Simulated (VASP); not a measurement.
# Ga2O3: single point with r2SCAN

Crystal: Ga2O3.

```
Ga O
1.0
     6.12741   -1.51956   -0.00261
     6.12741    1.51956   -0.00261
    -1.38364    0.00000    5.64108
Ga O
4 6
Direct
  0.34126 0.34126 0.68555
  0.65874 0.65874 0.31445
  0.90949 0.90949 0.20523
  0.09051 0.09051 0.79477
  0.50370 0.50370 0.74375
  0.49630 0.49630 0.25625
  0.82666 0.82666 0.43647
  0.17334 0.17334 0.56353
  0.16421 0.16421 0.10913
  0.83579 0.83579 0.89087
```

- Program: VASP 6.6.1
- Task: single point
- Functional: r2SCAN
- Potentials or basis: VASP PAW PBE potentials, release 64 (Ga_d, O)
- Cutoff: 520 eV
- k mesh: 8 × 8 × 4
- Occupations: fermi-dirac, width 0.02 eV
- Spin: no spin polarisation

```
Pressure               : 1.8 GPa
Largest force          : 0.083 eV/Å
Band gap on the k mesh : 3.01 eV (least direct gap 3.04 eV)
```

Forces on the atoms (eV/Å):
```
Ga   0.014  0.000 -0.049
Ga  -0.014  0.000  0.049
Ga  -0.019  0.000  0.002
Ga   0.019  0.000 -0.002
O   -0.078  0.000 -0.029
O    0.078  0.000  0.029
O   -0.030  0.000  0.055
O    0.030  0.000 -0.055
O    0.063  0.000  0.035
O   -0.063  0.000 -0.035
```

Stress tensor (GPa, compression positive):
```
1.73 0.00 0.05
0.00 2.05 0.00
0.05 0.00 1.77
```

Levels at points of the mesh, in eV from the valence-band top:
```csv
k point,band 40,band 41,band 42,band 43,band 44,band 45,band 46,band 47,band 48,band 49
"(0.00, 0.00, 0.00)",-0.67,-0.67,-0.48,-0.27,-0.02,3.01,6.38,7.43,7.53,8.56
"(0.50, 0.00, 0.00)",-1.29,-0.75,-0.72,-0.45,-0.15,6.34,7.28,8.00,8.25,8.78
"(0.50, 0.50, 0.00)",-1.09,-0.68,-0.65,-0.42,-0.17,5.16,5.44,6.53,7.35,8.77
"(0.00, 0.00, 0.50)",-1.41,-0.66,-0.64,-0.47,-0.30,5.40,5.53,7.47,7.99,8.52
"(0.50, 0.00, 0.50)",-1.25,-1.13,-1.06,-0.73,-0.67,7.64,7.68,8.59,8.78,9.23
"(0.50, 0.50, 0.50)",-0.69,-0.62,-0.60,-0.59,-0.01,5.85,5.96,6.94,7.30,7.70
```

Wall time 73 min on 1 thread of Oxide Virtual Turin-like Processor (shared host), peak memory 0.53 GiB.

Caveat: the PAW data sets were made with another functional, which shifts forces and pressure a little. A k mesh can miss the band edges.
